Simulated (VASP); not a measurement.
# SnO2 (Cassiterite) (P4_2/mnm) in VASP: notebook

The runs below take SnO2 (Cassiterite) through single point, with BLYP+D3(BJ), revPBE+D3(BJ).

All numbers are computed with VASP 6.6.1; they aren't measurements. Logs are shortened: lines on timing, memory, paths and dates and some standing lists are left out, and cuts for length are marked.

## (1) The cell of the first run

Symmetry: P4_2/mnm, No. 136, tetragonal system. Conventional cell: a = 4.769 Å, b = 4.769 Å, c = 3.208 Å, α = 90.00°, β = 90.00°, γ = 90.00°. Sn (site symmetry mmm) has 6 O at 2.07 Å within 2.7 Å. O (site symmetry m2m) has 3 Sn at 2.07 Å and 1 O at 2.60 Å within 2.7 Å.

## (2) Single point, BLYP+D3(BJ)

Input file INCAR:

```
SYSTEM = SnO2
  PREC = Accurate
  ENCUT = 520
  EDIFF = 1E-7
  ISMEAR = -1
  SIGMA = 0.05
  LREAL = .FALSE.
  LASPH = .TRUE.
  NELM = 80
  ALGO = Normal
  ISIF = 2
  LWAVE = .FALSE.
  LCHARG = .TRUE.
  GGA = B5
  ALDAX = 1.0
  AGGAX = 1.0
  AGGAC = 1.0
  ALDAC = 0.0
  IVDW = 12
  VDW_S6 = 1.0
  VDW_S8 = 2.6996
  VDW_A1 = 0.4298
  VDW_A2 = 4.2359
  LELF = .TRUE.
  LVHAR = .TRUE.
  NBANDS = 35
```

Input file KPOINTS:

```
regular mesh
0
G
  6 6 8
  0 0 0
```

Input file POSCAR:

```
SnO2
1.0
    4.7693783979      0.0000000000      0.0000000000
    0.0000000000      4.7693783979      0.0000000000
    0.0000000000      0.0000000000      3.2076032640
Sn O
2 4
Direct
    0.5000000000      0.5000000000      0.5000000000
    0.0000000000      0.0000000000      0.0000000000
    0.8071000000      0.1929000000      0.5000000000
    0.6929000000      0.6929000000      0.0000000000
    0.1929000000      0.8071000000      0.5000000000
    0.3071000000      0.3071000000      0.0000000000
```

Potentials or basis: VASP PAW PBE potentials, release 64 (Sn_d, O).

Command:

```console
$ cat potpaw_PBE.64/Sn_d/POTCAR potpaw_PBE.64/O/POTCAR > POTCAR
$ mpirun -np 1 vasp_std > vasp.out
```

OUTCAR:

```text
SYSTEM = SnO2
   PREC = Accurate
   ENCUT = 520
   EDIFF = 1E-7
   ISMEAR = -1
   LREAL = .FALSE.
   LASPH = .TRUE.
   NELM = 80
   ISIF = 2
   GGA = B5
   IVDW = 12
 IVDW          = 12

 ion  position               nearest neighbor table
   1  0.500  0.500  0.500-   4 2.07   6 2.07   4 2.07   6 2.07   5 2.07   3 2.07   2 3.73   2 3.73
                             2 3.73   2 3.73   2 3.73   2 3.73   2 3.73   2 3.73
   2  0.000  0.000  0.000-   3 2.07   5 2.07   3 2.07   5 2.07   4 2.07   6 2.07   1 3.73   1 3.73
                             1 3.73   1 3.73   1 3.73   1 3.73   1 3.73   1 3.73
   3  0.807  0.193  0.500-   2 2.07   2 2.07   1 2.07
   4  0.693  0.693  0.000-   1 2.07   1 2.07   2 2.07
   5  0.193  0.807  0.500-   2 2.07   2 2.07   1 2.07
   6  0.307  0.307  0.000-   1 2.07   1 2.07   2 2.07

  LATTYP: Found a simple tetragonal cell.
 ALAT       =     4.7693783979
 C/A-ratio  =     0.6725411566

  Lattice vectors:

 A1 = (   4.7693783979,   0.0000000000,   0.0000000000)
 A2 = (   0.0000000000,   4.7693783979,   0.0000000000)
 A3 = (   0.0000000000,   0.0000000000,   3.2076032640)

Analysis of symmetry for initial positions (statically):
=====================================================================
 Subroutine PRICEL returns:
 Original cell was already a primitive cell.

 Routine SETGRP: Setting up the symmetry group for a
 simple tetragonal supercell.

 Subroutine GETGRP returns: Found 16 space group operations
 (whereof  8 operations were pure point group operations)
 out of a pool of 16 trial point group operations.

The static configuration has the point symmetry D_2h.
 The point group associated with its full space group is D_4h.

Analysis of symmetry for dynamics (positions and initial velocities):
=====================================================================
 Subroutine PRICEL returns:
 Original cell was already a primitive cell.

 Routine SETGRP: Setting up the symmetry group for a
 simple tetragonal supercell.

 Subroutine GETGRP returns: Found 16 space group operations
 (whereof  8 operations were pure point group operations)
 out of a pool of 16 trial point group operations.

The dynamic configuration has the point symmetry D_2h.
 The point group associated with its full space group is D_4h.

 Subroutine INISYM returns: Found 16 space group operations
 (whereof  8 operations are pure point group operations),
 and found     1 'primitive' translations

----------------------------------------------------------------------------------------

                                     Primitive cell

  volume of cell :      72.9633

  direct lattice vectors                    reciprocal lattice vectors
     4.769378398  0.000000000  0.000000000     0.209670929  0.000000000  0.000000000
     0.000000000  4.769378398  0.000000000     0.000000000  0.209670929  0.000000000
     0.000000000  0.000000000  3.207603264     0.000000000  0.000000000  0.311759254

  length of vectors
     4.769378398  4.769378398  3.207603264     0.209670929  0.209670929  0.311759254

  position of ions in fractional coordinates (direct lattice)
     0.500000000  0.500000000  0.500000000
     0.000000000  0.000000000  0.000000000
     0.807100000  0.192900000  0.500000000
     0.692900000  0.692900000  0.000000000
     0.192900000  0.807100000  0.500000000
     0.307100000  0.307100000  0.000000000

  ion indices of the primitive-cell ions
   primitive index   ion index
                 1           1
                 2           2
                 3           3
                 4           4
                 5           5
                 6           6

----------------------------------------------------------------------------------------

 KPOINTS: regular mesh

Automatic generation of k-mesh.
 Grid dimensions read from file:
 generate k-points for:    6    6    8

 Generating k-lattice:

  Cartesian coordinates                     Fractional coordinates (reciprocal lattice)
     0.034945155  0.000000000  0.000000000     0.166666667  0.000000000  0.000000000
     0.000000000  0.034945155  0.000000000     0.000000000  0.166666667  0.000000000
     0.000000000  0.000000000  0.038969907     0.000000000  0.000000000  0.125000000

  Length of vectors
     0.034945155  0.034945155  0.038969907

  Shift w.r.t. Gamma in fractional coordinates (k-lattice)
     0.000000000  0.000000000  0.000000000

 Subroutine IBZKPT returns following result:
 ===========================================

 Found     50 irreducible k-points:

 Following reciprocal coordinates:
            Coordinates               Weight
  0.000000  0.000000  0.000000      1.000000
  0.166667  0.000000  0.000000      4.000000
  0.333333  0.000000  0.000000      4.000000
  0.500000  0.000000  0.000000      2.000000
  0.166667  0.166667  0.000000      4.000000
  0.333333  0.166667  0.000000      8.000000
[... 16 lines left out ...]
  0.333333  0.000000  0.250000      8.000000
[... 56 lines left out ...]
   NGX = 17   NGY = 17   NGZ = 11

 number of electron      52.0000009 magnetization

 Free energy of the ion-electron system (eV)
  ---------------------------------------------------
  ext. energy  EPLUGINS =         0.00000000
  ---------------------------------------------------
  free energy    TOTEN  =       -34.69246171 eV

  energy without entropy =      -34.69246155  energy(sigma->0) =      -34.69246163

 E-fermi :   6.7989     XC(G=0): -10.6710

 val. band max:        6.2243140993   @ k =   0.0000   0.0000   0.0000
 cond. band min:       7.3477686320   @ k =   0.0000   0.0000   0.0000
 fundamental gap:      1.1234545327
 Fermi energy:         6.7989273445

 k-point     1 :       0.0000    0.0000    0.0000
  band No.  band energies     occupation
      1     -14.8011      2.00000
      2     -14.0716      2.00000
      3     -13.8295      2.00000
      4     -13.8178      2.00000
      5     -13.8178      2.00000
      6     -13.7300      2.00000
[... 27 lines left out ...]
     34      18.1361      0.00000
     35      18.9032      0.00000

 k-point     2 :       0.1667    0.0000    0.0000
  band No.  band energies     occupation
      1     -14.7606      2.00000
      2     -14.1183      2.00000
      3     -13.8289      2.00000
      4     -13.8161      2.00000
      5     -13.8160      2.00000
      6     -13.7626      2.00000
[... 27 lines left out ...]
     34      18.2273      0.00000
     35      18.8700      0.00000

 k-point     3 :       0.3333    0.0000    0.0000
  band No.  band energies     occupation
      1     -14.6435      2.00000
      2     -14.2663      2.00000
      3     -13.8269      2.00000
      4     -13.8128      2.00000
      5     -13.8126      2.00000
      6     -13.8047      2.00000
[... 27 lines left out ...]
     34      18.5753      0.00000
     35      18.8516      0.00000

 k-point     4 :       0.5000    0.0000    0.0000
  band No.  band energies     occupation
      1     -14.4657      2.00000
      2     -14.4657      2.00000
      3     -13.8215      2.00000
      4     -13.8215      2.00000
      5     -13.8109      2.00000
      6     -13.8109      2.00000
[... 27 lines left out ...]
     34      18.7500      0.00000
     35      18.8198      0.00000

 k-point     5 :       0.1667    0.1667    0.0000
  band No.  band energies     occupation
      1     -14.7291      2.00000
      2     -14.1701      2.00000
      3     -13.8277      2.00000
      4     -13.8183      2.00000
      5     -13.8124      2.00000
      6     -13.7804      2.00000
[... 638 lines left out ...]
 k-point    22 :       0.1667    0.0000    0.2500
  band No.  band energies     occupation
      1     -14.5469      2.00000
      2     -14.2997      2.00000
      3     -14.1985      2.00000
      4     -13.8541      2.00000
      5     -13.7310      2.00000
      6     -13.7267      2.00000
[... 27 lines left out ...]
     34      18.3297      0.00000
     35      18.7955      0.00000

 k-point    23 :       0.3333    0.0000    0.2500
  band No.  band energies     occupation
      1     -14.5371      2.00000
      2     -14.4052      2.00000
      3     -14.0952      2.00000
      4     -13.8855      2.00000
      5     -13.7273      2.00000
      6     -13.7204      2.00000
[... 27 lines left out ...]
     34      18.5890      0.00000
     35      18.8342      0.00000

 k-point    24 :       0.5000    0.0000    0.2500
  band No.  band energies     occupation
      1     -14.4911      2.00000
      2     -14.4911      2.00000
      3     -13.9767      2.00000
      4     -13.9767      2.00000
      5     -13.7226      2.00000
      6     -13.7226      2.00000
[... 27 lines left out ...]
     34      18.6918      0.00000
     35      18.8830      0.00000

 [... further k-points ...]

------------------------ aborting loop because EDIFF is reached ----------------------------------------

 Edisp (eV)   -2.87978

 E8    (eV) :    -2.0352

  FORCE on cell =-STRESS in cart. coord.  units (eV):
  Direction    XX          YY          ZZ          XY          YZ          ZX
  --------------------------------------------------------------------------------------
  -------------------------------------------------------------------------------------
  Total       2.46148     2.46148     4.09122    -0.00000     0.00000     0.00000
  in kB      54.05082    54.05082    89.83783    -0.00000     0.00000     0.00000
  external pressure =       65.98 kB  Pullay stress =        0.00 kB

 VOLUME and BASIS-vectors are now :
 -----------------------------------------------------------------------------
  energy-cutoff  :      520.00
  volume of cell :       72.96
      direct lattice vectors                 reciprocal lattice vectors
     4.769378398  0.000000000  0.000000000     0.209670929  0.000000000  0.000000000
     0.000000000  4.769378398  0.000000000     0.000000000  0.209670929  0.000000000
     0.000000000  0.000000000  3.207603264     0.000000000  0.000000000  0.311759254

 POSITION                                       TOTAL-FORCE (eV/Angst)
 -----------------------------------------------------------------------------------
      2.38469      2.38469      1.60380         0.000000      0.000000      0.000000
      0.00000      0.00000      0.00000         0.000000      0.000000      0.000000
      3.84937      0.92001      1.60380        -0.217597      0.217597      0.000000
      3.30470      3.30470      0.00000         0.217597      0.217597      0.000000
      0.92001      3.84937      1.60380         0.217597     -0.217597      0.000000
      1.46468      1.46468      0.00000        -0.217597     -0.217597      0.000000
 -----------------------------------------------------------------------------------
    total drift:                               -0.000000      0.000000      0.000000

  FREE ENERGIE OF THE ION-ELECTRON SYSTEM (eV)
  ---------------------------------------------------
  free  energy   TOTEN  =       -37.5722387429 eV

  energy  without entropy=      -37.5722385899  energy(sigma->0) =      -37.57223867
```

Run time: 48 s. Hardware: 1 thread of Intel Xeon 6975P-C (Granite Rapids), shared host; peak memory 0.24 GiB.

Results:

```yaml
Free_energy: -37.5722 eV
Pressure: 6.6 GPa
Largest_force: 0.308 eV/Å
Band_gap_on_the_k_mesh: 1.12 eV, direct
Dispersion_energy_per_atom: -0.480 eV
```

Forces on the atoms (eV/Å):
```
Sn   0.000  0.000  0.000
Sn   0.000  0.000  0.000
O   -0.218  0.218  0.000
O    0.218  0.218  0.000
O    0.218 -0.218  0.000
O   -0.218 -0.218  0.000
```

Levels at points of the mesh, in eV from the valence-band top:
| k point | band 24 | band 25 | band 26 | band 27 | band 28 | band 29 |
| --- | --- | --- | --- | --- | --- | --- |
| (0.00, 0.00, 0.00) | -0.75 | -0.75 | 0.00 | 1.12 | 6.00 | 6.39 |
| (0.50, 0.00, 0.00) | -1.16 | -0.61 | -0.61 | 4.26 | 4.26 | 7.10 |
| (0.50, 0.50, 0.00) | -1.28 | -0.87 | -0.87 | 4.63 | 4.63 | 7.48 |
| (0.00, 0.00, 0.50) | -1.58 | -1.21 | -1.21 | 5.98 | 5.98 | 9.82 |
| (0.50, 0.00, 0.50) | -1.05 | -0.69 | -0.69 | 6.24 | 6.24 | 8.07 |
| (0.50, 0.50, 0.50) | -0.93 | -0.80 | -0.80 | 4.77 | 4.77 | 8.92 |

Caveat: the PAW data sets were made with another functional, which shifts forces and pressure a little; spin-orbit coupling is left out, which moves the levels of the heavy elements. Expect the measured gap to be larger: semilocal functionals such as BLYP lack the derivative discontinuity.

## (3) Single point, BLYP+D3(BJ)

This run uses another cell than the first one, of 12.40 Å³/atom, 1.020 times its volume.

Input file INCAR:

```
SYSTEM = SnO2
PREC = Accurate ; ENCUT = 520
EDIFF = 1E-6 ; ISMEAR = -1
SIGMA = 0.05 ; LREAL = .FALSE.
LASPH = .TRUE. ; NELM = 100
ALGO = Normal ; ISIF = 2
LWAVE = .FALSE. ; LCHARG = .FALSE.
GGA = B5 ; ALDAX = 1.0
AGGAX = 1.0 ; AGGAC = 1.0
ALDAC = 0.0 ; IVDW = 12
VDW_S6 = 1.0 ; VDW_S8 = 2.6996
VDW_A1 = 0.4298 ; VDW_A2 = 4.2359
NBANDS = 35
```

Input file KPOINTS:

```
Automatic mesh
0
G
  6 6 8
  0 0 0
```

Edit POSCAR of step 2 so:

```diff
@@ -2,5 +2,5 @@
 1.0
-    4.7693783979      0.0000000000      0.0000000000
-    0.0000000000      4.7693783979      0.0000000000
-    0.0000000000      0.0000000000      3.2076032640
+    4.8003492553      0.0000000000      0.0000000000
+    0.0000000000      4.8003492553      0.0000000000
+    0.0000000000      0.0000000000      3.2284324403
 Sn O
```

Potentials or basis: VASP PAW PBE potentials, release 64 (Sn_d, O).

Command:

```console
$ cat potpaw_PBE.64/Sn_d/POTCAR potpaw_PBE.64/O/POTCAR > POTCAR
$ mpirun -np 1 vasp_std > vasp.out
```

Wall time 47 s (1 thread of Intel Xeon 6975P-C (Granite Rapids), shared host); peak memory 0.24 GiB.

Results (log left out):

| Property | Result |
| --- | --- |
| Free energy | -37.6153 eV |
| Pressure | 2.6 GPa |
| Largest force | 0.230 eV/Å |
| Band gap on the k mesh | 0.90 eV, direct |
| Dispersion energy per atom | -0.470 eV |

Forces on the atoms (eV/Å):
```
Sn   0.000  0.000  0.000
Sn   0.000  0.000  0.000
O   -0.163  0.163  0.000
O    0.163  0.163  0.000
O    0.163 -0.163  0.000
O   -0.163 -0.163  0.000
```

Stress tensor (GPa, compression positive):
```
1.84 0.00 0.00
0.00 1.84 0.00
0.00 0.00 4.17
```

Levels at points of the mesh, in eV from the valence-band top:
```csv
k point,band 23,band 24,band 25,band 26,band 27,band 28,band 29,band 30
"(0.00, 0.00, 0.00)",-1.22,-0.73,-0.73,0.00,0.90,5.81,6.28,6.28
"(0.50, 0.00, 0.00)",-1.17,-1.17,-0.60,-0.60,4.06,4.06,6.98,6.98
"(0.50, 0.50, 0.00)",-1.29,-1.29,-0.85,-0.85,4.42,4.42,7.34,7.34
"(0.00, 0.00, 0.50)",-1.53,-1.53,-1.18,-1.18,5.75,5.75,9.67,9.67
"(0.50, 0.00, 0.50)",-1.02,-1.02,-0.71,-0.71,6.01,6.01,7.91,7.91
"(0.50, 0.50, 0.50)",-0.92,-0.92,-0.78,-0.78,4.57,4.57,8.81,8.81
```

Caveat: the PAW data sets were made with another functional, which shifts forces and pressure a little; spin-orbit coupling is left out, which moves the levels of the heavy elements. A hybrid or GW would open this gap; BLYP tends to underestimate it.

## (4) Single point, revPBE+D3(BJ)

Input file INCAR:

```
SYSTEM = SnO2
  PREC = Accurate
  ENCUT = 520
  EDIFF = 1E-7
  ISMEAR = -1
  SIGMA = 0.05
  LREAL = .FALSE.
  LASPH = .TRUE.
  NELM = 80
  ALGO = Normal
  ISIF = 2
  LWAVE = .FALSE.
  LCHARG = .TRUE.
  GGA = RE
  IVDW = 12
  LELF = .TRUE.
  LVHAR = .TRUE.
  NBANDS = 35
```

Input file KPOINTS:

```
regular mesh
0
G
  6 6 8
  0 0 0
```

Edit POSCAR of step 3 so:

```diff
@@ -2,5 +2,5 @@
 1.0
-    4.8003492553      0.0000000000      0.0000000000
-    0.0000000000      4.8003492553      0.0000000000
-    0.0000000000      0.0000000000      3.2284324403
+    4.7693783979      0.0000000000      0.0000000000
+    0.0000000000      4.7693783979      0.0000000000
+    0.0000000000      0.0000000000      3.2076032640
 Sn O
```

Command:

```console
$ cat potpaw_PBE.64/Sn_d/POTCAR potpaw_PBE.64/O/POTCAR > POTCAR
$ mpirun -np 1 vasp_std > vasp.out
```

Run time: 83 s. Hardware: 1 thread of Intel Xeon Platinum 8488C (Sapphire Rapids), shared host; peak memory 0.24 GiB.

It converged, with:

```yaml
Free_energy: -37.6686 eV
Pressure: 4.4 GPa
Largest_force: 0.251 eV/Å
Band_gap_on_the_k_mesh: 1.11 eV, direct
Dispersion_energy_per_atom: -0.423 eV
```

Forces on the atoms (eV/Å):
```
Sn   0.000  0.000  0.000
Sn   0.000  0.000  0.000
O   -0.178  0.178  0.000
O    0.178  0.178  0.000
O    0.178 -0.178  0.000
O   -0.178 -0.178  0.000
```

Stress tensor (GPa, compression positive):
```
3.69 0.00 0.00
0.00 3.69 0.00
0.00 0.00 5.87
```

Levels at points of the mesh, in eV from the valence-band top:
| k point | band 22 | band 23 | band 24 | band 25 | band 26 | band 27 | band 28 | band 29 | band 30 | band 31 |
| --- | --- | --- | --- | --- | --- | --- | --- | --- | --- | --- |
| (0.00, 0.00, 0.00) | -1.23 | -1.23 | -0.76 | -0.76 | 0.00 | 1.11 | 6.05 | 6.34 | 6.34 | 10.52 |
| (0.50, 0.00, 0.00) | -1.91 | -1.19 | -1.19 | -0.62 | -0.62 | 4.29 | 4.29 | 7.08 | 7.08 | 10.85 |
| (0.50, 0.50, 0.00) | -1.90 | -1.31 | -1.31 | -0.88 | -0.88 | 4.68 | 4.68 | 7.48 | 7.48 | 10.90 |
| (0.00, 0.00, 0.50) | -2.56 | -1.59 | -1.59 | -1.23 | -1.23 | 6.05 | 6.05 | 9.75 | 9.75 | 10.66 |
| (0.50, 0.00, 0.50) | -1.68 | -1.06 | -1.06 | -0.71 | -0.71 | 6.33 | 6.33 | 8.00 | 8.00 | 10.98 |
| (0.50, 0.50, 0.50) | -2.42 | -0.95 | -0.95 | -0.81 | -0.81 | 4.78 | 4.78 | 8.91 | 8.91 | 10.98 |

Caveat: the PAW data sets were made with another functional, which shifts forces and pressure a little; spin-orbit coupling is left out, which moves the levels of the heavy elements.

## (5) Overview

```tsv
level	cell	gap on the mesh (eV)	pressure (GPa)	largest force (eV/Å)
BLYP+D3(BJ)	a = 4.769, b = 4.769, c = 3.208 Å, 6 atoms	1.12	6.6	0.31
BLYP+D3(BJ)	a = 4.800, b = 4.800, c = 3.228 Å, 6 atoms	0.90	2.6	0.23
revPBE+D3(BJ)	a = 4.769, b = 4.769, c = 3.208 Å, 6 atoms	1.11	4.4	0.25
```

Alike in all rows: task single point; potentials or basis VASP PAW PBE potentials, release 64 (Sn_d, O); no spin polarisation; k mesh 6 × 6 × 8; cutoff (eV) 520; smearing fermi-dirac 0.05 eV.

Caveats: the PAW data sets were made with another functional, which shifts forces and pressure a little; spin-orbit coupling is left out, which moves the levels of the heavy elements.

Absolute energies hang on the potentials; compare differences alone.
